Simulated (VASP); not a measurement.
## P: single point with PBEsol

P:

```
CELL_PARAMETERS angstrom
1.71298 -5.05112 0.00000
1.71298 5.05112 0.00000
0.00000 0.00000 3.92412
ATOMIC_POSITIONS crystal
P 0.10835 0.89165 0.06426
P 0.60835 0.39165 0.43574
P 0.89165 0.10835 0.93574
P 0.39165 0.60835 0.56426
```

| Item | Value |
| --- | --- |
| Program | VASP 6.6.1 |
| Task | single point |
| Functional | PBEsol |
| Potentials or basis | VASP PAW PBE potentials, release 64 (P) |
| Cutoff | 520 eV |
| k mesh | 4 × 4 × 4 |
| Occupations | gaussian, width 0.1 eV |
| Spin | no spin polarisation |
| Dipole correction | no |
| Further INCAR settings | ALGO = Normal; EDIFF = 1e-06; NBANDS = 18 |

The pressure is 0.2 GPa, the largest force is 0.034 eV/Å and the band gap on the k mesh is 0.14 eV (least direct gap 0.22 eV).

Forces on the atoms (eV/Å):
```
P    0.000  0.028 -0.020
P    0.000  0.028  0.020
P    0.000 -0.028  0.020
P    0.000 -0.028 -0.020
```

Stress tensor (GPa, compression positive):
```
0.26 0.00 0.00
0.00 0.13 0.00
0.00 0.00 0.28
```

Levels at points of the mesh, in eV from the valence-band top:
| k point | band 6 | band 7 | band 8 | band 9 | band 10 | band 11 | band 12 | band 13 | band 14 | band 15 |
| --- | --- | --- | --- | --- | --- | --- | --- | --- | --- | --- |
| (0.00, 0.00, 0.00) | -4.41 | -3.73 | -2.95 | -2.42 | -0.96 | 1.16 | 1.78 | 1.80 | 3.88 | 5.75 |
| (0.50, 0.00, 0.00) | -4.54 | -2.77 | -2.77 | -2.36 | -2.36 | 0.87 | 0.87 | 1.56 | 1.56 | 3.59 |
| (0.50, 0.50, 0.00) | -4.77 | -4.55 | -2.27 | -1.85 | -0.53 | 0.14 | 0.90 | 2.34 | 3.54 | 5.90 |
| (0.00, 0.00, 0.50) | -5.15 | -3.15 | -3.15 | -0.63 | -0.63 | 1.28 | 1.28 | 1.65 | 1.65 | 5.93 |
| (0.50, 0.00, 0.50) | -6.14 | -5.70 | -5.70 | -2.11 | -2.11 | 1.64 | 1.64 | 5.90 | 5.90 | 6.59 |
| (0.50, 0.50, 0.50) | -3.27 | -2.19 | -2.19 | -1.03 | -1.03 | 1.28 | 1.28 | 2.33 | 2.33 | 2.95 |

It took 43 s on 1 thread of Intel Xeon 8259CL (shared host), peak memory 0.2 GiB.

Caveat: the k points lie up to 0.48 Å⁻¹ apart; the PAW data sets were made with another functional, which shifts forces and pressure a little. A k mesh can miss the band edges.
